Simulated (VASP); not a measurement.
Crystal: Zr2Br.

```
Zr Br
1.0
     0.00000    3.56799    3.56799
     3.56799    0.00000    3.56799
     3.56799    3.56799    0.00000
Zr Br
2 1
Direct
  0.75000 0.75000 0.75000
  0.25000 0.25000 0.25000
  0.00000 0.00000 0.00000
```

```yaml
Program: VASP 6.6.1
Task: relaxation of cell and atoms
Functional: PBE
Potentials_or_basis: VASP PAW PBE potentials, release 64 (Zr_sv, Br)
Cutoff: 600 eV
k_mesh: 4 × 4 × 4
Occupations: gaussian, width 0.1 eV
Spin: no spin polarisation
```

At the start: pressure -11.3 GPa; volume 30.28 Å³/atom.

How do energy, volume and symmetry change on relaxing?

Over 3 steps the energy falls by 315.4 meV/atom and the volume is 23.26 Å³/atom (-23.2 %); space group Fm-3m (No. 225, to 0.05 Å).

Step by step:
```
step  energy change (eV)  largest force (eV/Å)  pressure (GPa)  volume (Å³)
   1              0.0000                0.0000          -11.26        90.85
   2             -0.8792                0.0000            5.46        65.64
   3             -0.9463                0.0000            0.03        69.77
```

Final structure:
```cif
data_structure
_symmetry_space_group_name_H-M 'P 1'
_symmetry_Int_Tables_number 1
_cell_length_a 4.6208
_cell_length_b 4.6208
_cell_length_c 4.6208
_cell_angle_alpha 60.000
_cell_angle_beta 60.000
_cell_angle_gamma 60.000
_cell_volume 69.77
loop_
_atom_site_label
_atom_site_type_symbol
_atom_site_fract_x
_atom_site_fract_y
_atom_site_fract_z
_atom_site_occupancy
Zr1 Zr 0.75000 0.75000 0.75000 1
Zr2 Zr 0.25000 0.25000 0.25000 1
Br1 Br 0.00000 0.00000 0.00000 1
```

Caveat: the k points lie up to 0.42 Å⁻¹ apart in the final cell; the volume moved by over 15 % at a fixed basis, so the end points are rough; an odd number of electrons without spin polarisation forces a metal; a magnetic or distorted state may lie lower.
